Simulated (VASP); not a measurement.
Input of a VASP 6.6.1 run:

Contents of POSCAR:

```
Sr
1.0
    4.3100002207      0.0000000000      0.0000000000
   -2.1550001104      3.7325696814      0.0000000000
    0.0000000000      0.0000000000      6.7680000000
Sr
2
Direct
    0.3333333333      0.6666666667      0.2500000000
    0.6666666667      0.3333333333      0.7500000000
```

The input INCAR.step1:

```
PREC = Accurate
ENCUT = 520
ISMEAR = 0
SIGMA = 0.15
LREAL = F
LASPH = T
NELM = 60
NBANDS = 17
GGA = PE
ALGO = Normal
EDIFF = 1E-4
LWAVE = T
LCHARG = F
```

INCAR.step2

```
PREC = Accurate
ENCUT = 520
EDIFF = 1E-6
ISMEAR = 0
SIGMA = 0.15
LREAL = F
LASPH = T
NELM = 60
ALGO = Normal
ISIF = 2
LWAVE = F
LCHARG = T
METAGGA = R2SCAN
LMIXTAU = T
LELF = T
LVHAR = T
NBANDS = 17
ISTART = 1
```

Contents of KPOINTS:

```
regular mesh
0
Gamma
  12 12 8
```

Potentials or basis: VASP PAW PBE potentials, release 64 (Sr_sv).

Run with:

```sh
$ cat potpaw_PBE.64/Sr_sv/POTCAR > POTCAR
$ cp INCAR.step1 INCAR
$ mpirun -np 1 vasp_std > vasp.out
$ cp INCAR.step2 INCAR
$ mpirun -np 1 vasp_std > vasp.out
```

Problem. What does it give for the band gap on the k mesh?

Solution. Zero (bands 10 and 11 overlap by 0.42 eV).

Problem. What does it give for the pressure?

Solution. 0.7 GPa.

Stress tensor (GPa, compression positive):
```
0.32 0.00 0.00
0.00 0.32 0.00
0.00 0.00 1.39
```

Caveat: the cell differs from its parent crystal (strain +0.000 along x and y, -0.040 along z); the PAW data sets were made with another functional, which shifts forces and pressure a little.
